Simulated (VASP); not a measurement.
# AlNi3 (Im-3m) in VASP: further runs, part 2 of 2

VASP 6.6.1. The steps go on from the part before.

**3. Single point, PBE, collinear spin, ferrimagnetic start**

This run uses another cell than the first one, of 13.30 Å³/atom, 1.019 times its volume.

Contents of INCAR:

```
SYSTEM = AlNi3
PREC     = Accurate       ! precision mode
ENCUT    = 520            ! plane-wave cutoff, eV
EDIFF    = 1E-7           ! SCF threshold, eV
ISMEAR   = 0              ! smearing method
SIGMA    = 0.1            ! smearing width, eV
LREAL    = .FALSE.        ! projectors in reciprocal space
LASPH    = .TRUE.         ! aspherical terms in the spheres
NELM     = 150            ! most SCF steps
ALGO     = Fast           ! electronic algorithm
ISIF     = 2              ! what is computed and relaxed
LWAVE    = .FALSE.        ! write WAVECAR
LCHARG   = .FALSE.        ! write CHGCAR
ISPIN    = 2              ! spin polarisation
MAGMOM   = 0 2 2 -2       ! initial moments
LORBIT   = 11             ! projections on sites
LMAXMIX  = 4              ! l up to which the mixer works
GGA      = PE             ! functional
NBANDS   = 28             ! bands
```

Contents of KPOINTS:

```
regular mesh
0
G
  6 6 6
  0 0 0
```

Contents of POSCAR:

```
AlNi3
1.0
   -2.3691091438      2.3691091438      2.3691083555
    2.3691091438     -2.3691091438      2.3691083555
    2.3691091438      2.3691091438     -2.3691083555
Al Ni
1 3
Direct
    0.0000000000      0.0000000000      0.0000000000
    0.0000000000      0.5000000000      0.5000000000
    0.5000000000      0.0000000000      0.5000000000
    0.5000000000      0.5000000000      0.0000000000
```

Potentials or basis: VASP PAW PBE potentials, release 64 (Al, Ni).

Started as:

```bash
$ cat potpaw_PBE.64/Al/POTCAR potpaw_PBE.64/Ni/POTCAR > POTCAR
$ mpirun -np 1 vasp_std > vasp.out
```

Run time: 82 s. Hardware: 1 thread of Intel Xeon 6975P-C, shared host; peak memory 0.24 GiB.

The run converged. Its results:

| Quantity | Value |
| --- | --- |
| Free energy | -18.9611 eV |
| Pressure | 0.0 GPa |
| Net moment | 0.32 μB per cell |
| Site moments | Al +0.00; Ni +0.11 μB |
| Valence electrons inside the program's atomic spheres | Al 0.80; Ni 9.31 |

Levels at points of the mesh, in eV from the Fermi level:
Spin up:
| k point | band 15 | band 16 | band 17 | band 18 | band 19 | band 20 |
| --- | --- | --- | --- | --- | --- | --- |
| (0.00, 0.00, 0.00) | -0.15 | 0.86 | 2.43 | 2.43 | 2.43 | 4.88 |
| (0.50, 0.00, 0.00) | -0.50 | -0.37 | -0.27 | 2.16 | 2.61 | 3.22 |
| (0.00, 0.00, 0.50) | -0.50 | -0.37 | -0.27 | 2.16 | 2.61 | 3.22 |
| (0.50, 0.50, 0.50) | -0.89 | -0.16 | -0.16 | -0.16 | 2.35 | 2.44 |
Spin down:
```
           k point  band 14  band 15  band 16  band 17  band 18  band 19
(0.00, 0.00, 0.00)     0.01     0.01     0.95     2.43     2.43     2.43
(0.50, 0.00, 0.00)    -0.69    -0.41    -0.22    -0.12     2.19     2.66
(0.00, 0.00, 0.50)    -0.69    -0.41    -0.22    -0.12     2.19     2.66
(0.50, 0.50, 0.50)    -0.79    -0.79    -0.01    -0.01    -0.01     2.42
```

**4. Relaxation of cell and atoms, PBE, collinear spin, ferrimagnetic start**

Changes to INCAR since step 3:

```diff
@@ -2,3 +2,3 @@
 PREC     = Accurate       ! precision mode
-ENCUT    = 520            ! plane-wave cutoff, eV
+ENCUT    = 600            ! plane-wave cutoff, eV
 EDIFF    = 1E-7           ! SCF threshold, eV
@@ -10,3 +10,3 @@
 ALGO     = Fast           ! electronic algorithm
-ISIF     = 2              ! what is computed and relaxed
+ISIF     = 3              ! what is computed and relaxed
 LWAVE    = .FALSE.        ! write WAVECAR
@@ -18,2 +18,4 @@
 GGA      = PE             ! functional
-NBANDS   = 28             ! bands
+IBRION   = 2              ! ionic algorithm
+NSW      = 90             ! ionic steps
+EDIFFG   = -0.04          ! ionic threshold
```

KPOINTS is that of step 3.

Contents of POSCAR:

```
AlNi3
1.0
   -2.3542476100      2.3542476100      2.3542476100
    2.3542476100     -2.3542476100      2.3542476100
    2.3542476100      2.3542476100     -2.3542476100
Al Ni
1 3
Direct
    0.0000000000      0.0000000000      0.0000000000
    0.0000000000      0.5000000000      0.5000000000
    0.5000000000      0.0000000000      0.5000000000
    0.5000000000      0.5000000000      0.0000000000
```

Started as:

```bash
$ cat potpaw_PBE.64/Al/POTCAR potpaw_PBE.64/Ni/POTCAR > POTCAR
$ mpirun -np 1 vasp_std > vasp.out
```

It took 4 min on 1 thread of Intel Xeon 6975P-C, shared host; peak memory 0.28 GiB.

The run converged. Its results:

| Item | Value |
| --- | --- |
| Free energy | -18.9596 eV |
| Relaxed volume | 13.28 Å³/atom |
| Relaxed cell | a = 4.102 Å, b = 4.102 Å, c = 4.102 Å, α = 109.47°, β = 109.47°, γ = 109.47° |
| Space group after relaxing (to 0.05 Å) | Im-3m (No. 229) |
| Energy gained by relaxing | 1.7 meV/atom |
| Ionic steps | 3 |
| Pressure after relaxing | 0.1 GPa |
| Net moment | 0.00 μB per cell |
| Valence electrons inside the program's atomic spheres | Al 0.80; Ni 9.31 |

Step by step:
```
step  energy change (eV)  largest force (eV/Å)  pressure (GPa)  volume (Å³)
   1              0.0000                0.0000            2.39        52.19
   2             -0.0044                0.0000           -1.27        53.68
   3             -0.0066                0.0000            0.07        53.12
```

Final structure:
```yaml
crystal:
  lattice:
    - [-2.36806, 2.36806, 2.36806]
    - [2.36806, -2.36806, 2.36806]
    - [2.36806, 2.36806, -2.36806]
  atoms:
    - { symbol: Al, position: [0.00000, 0.00000, 0.00000] }
    - { symbol: Ni, position: [0.00000, 0.50000, 0.50000] }
    - { symbol: Ni, position: [0.50000, 0.00000, 0.50000] }
    - { symbol: Ni, position: [0.50000, 0.50000, 0.00000] }
```

Levels at points of the mesh, in eV from the Fermi level:
Spin up:
```
           k point  band 15  band 16  band 17  band 18  band 19  band 20
(0.00, 0.00, 0.00)    -0.05     0.92     2.44     2.44     2.44     4.90
(0.50, 0.00, 0.00)    -0.44    -0.28    -0.18     2.19     2.65     3.25
(0.00, 0.00, 0.50)    -0.44    -0.28    -0.18     2.19     2.65     3.25
(0.50, 0.50, 0.50)    -0.83    -0.06    -0.06    -0.06     2.40     2.49
```
Spin down:
```tsv
k point	band 13	band 14	band 15	band 16	band 17	band 18	band 19	band 20	band 21
(0.00, 0.00, 0.00)	-0.05	-0.05	-0.05	0.92	2.44	2.44	2.44	4.90	4.90
(0.50, 0.00, 0.00)	-1.00	-0.72	-0.44	-0.28	-0.18	2.19	2.65	3.25	4.03
(0.00, 0.00, 0.50)	-1.00	-0.72	-0.44	-0.28	-0.18	2.19	2.65	3.25	4.03
(0.50, 0.50, 0.50)	-0.83	-0.83	-0.83	-0.07	-0.07	-0.07	2.40	2.49	2.49
```

Caveat: the starting moments collapsed, and a magnetic state may lie lower.

**5. Single point, PBE, collinear spin, ferromagnetic start**

This run uses another cell than the first one, of 13.28 Å³/atom, 1.018 times its volume.

Contents of INCAR:

```
ALGO     = Fast           # electronic algorithm
EDIFF    = 1E-7           # SCF threshold, eV
ENCUT    = 520            # plane-wave cutoff, eV
GGA      = PE             # functional
ISIF     = 2              # what is computed and relaxed
ISMEAR   = 0              # smearing method
ISPIN    = 2              # spin polarisation
LASPH    = True           # aspherical terms in the spheres
LCHARG   = True           # write CHGCAR
LELF     = True           # ELF
LMAXMIX  = 4              # l up to which the mixer works
LORBIT   = 11             # projections on sites
LREAL    = False          # projectors in reciprocal space
LVHAR    = True         
LWAVE    = False          # write WAVECAR
MAGMOM   = 0 0.15 0.15 0.15 # initial moments
NBANDS   = 28             # bands
NELM     = 150            # most SCF steps
PREC     = Accurate       # precision mode
SIGMA    = 0.1            # smearing width, eV
```

Contents of KPOINTS:

```
k-points
0
Gamma
  14 14 14
```

Contents of POSCAR:

```
AlNi3
1.0
   -2.3683146958      2.3683146958      2.3683146958
    2.3683146958     -2.3683146958      2.3683146958
    2.3683146958      2.3683146958     -2.3683146958
Al Ni
1 3
Direct
    0.0000000000      0.0000000000      0.0000000000
    0.0000000000      0.5000000000      0.5000000000
    0.5000000000      0.0000000000      0.5000000000
    0.5000000000      0.5000000000      0.0000000000
```

Started as:

```bash
$ cat potpaw_PBE.64/Al/POTCAR potpaw_PBE.64/Ni/POTCAR > POTCAR
$ mpirun -np 1 vasp_std > vasp.out
```

Run time: 5.5 min. Hardware: 1 thread of Intel Xeon Platinum 8259CL at 2.50GHz (Skylake/Cascade Lake), shared host; peak memory 0.35 GiB.

Results (log left out):

```
Free energy                                           : -18.9612 eV
Pressure                                              : 0.0 GPa
Net moment                                            : 0.00 μB per cell
Valence electrons inside the program's atomic spheres : Al 0.80; Ni 9.31
```

Levels at points of the mesh, in eV from the Fermi level:
Spin up:
```csv
k point,band 13,band 14,band 15,band 16,band 17,band 18,band 19,band 20,band 21,band 22
"(0.00, 0.00, 0.00)",-0.07,-0.07,-0.07,0.90,2.41,2.41,2.41,4.88,4.88,4.88
"(0.50, 0.00, 0.00)",-1.02,-0.74,-0.46,-0.30,-0.20,2.17,2.62,3.23,4.01,7.75
"(0.50, 0.50, 0.50)",-0.85,-0.85,-0.85,-0.08,-0.08,-0.08,2.38,2.46,2.46,9.57
```
Spin down:
```csv
k point,band 14,band 15,band 16,band 17,band 18,band 19,band 20,band 21
"(0.00, 0.00, 0.00)",-0.06,-0.06,0.90,2.41,2.41,2.41,4.88,4.88
"(0.50, 0.00, 0.00)",-0.74,-0.46,-0.30,-0.20,2.17,2.63,3.23,4.01
"(0.50, 0.50, 0.50)",-0.84,-0.84,-0.08,-0.08,-0.08,2.38,2.47,2.47
```

**6. Overview**

```csv
spin,cell,k mesh,gap on the mesh (eV),pressure (GPa),moment (μB)
"collinear, ferrimagnetic start","a = 4.078 Å, angles 109.5°, 4 atoms",6 × 6 × 6,none,2.5,0.25
"collinear, ferrimagnetic start","a = 4.103 Å, angles 109.5°, 4 atoms",6 × 6 × 6,none,0.0,0.32
"collinear, ferromagnetic start","a = 4.102 Å, angles 109.5°, 4 atoms",14 × 14 × 14,none,0.0,0.00
```

Alike in all rows: task single point; level PBE; potentials or basis VASP PAW PBE potentials, release 64 (Al, Ni); cutoff (eV) 520; smearing gaussian 0.1 eV.

Total energies depend on the potentials used, so only differences within one code and one set of settings carry meaning.
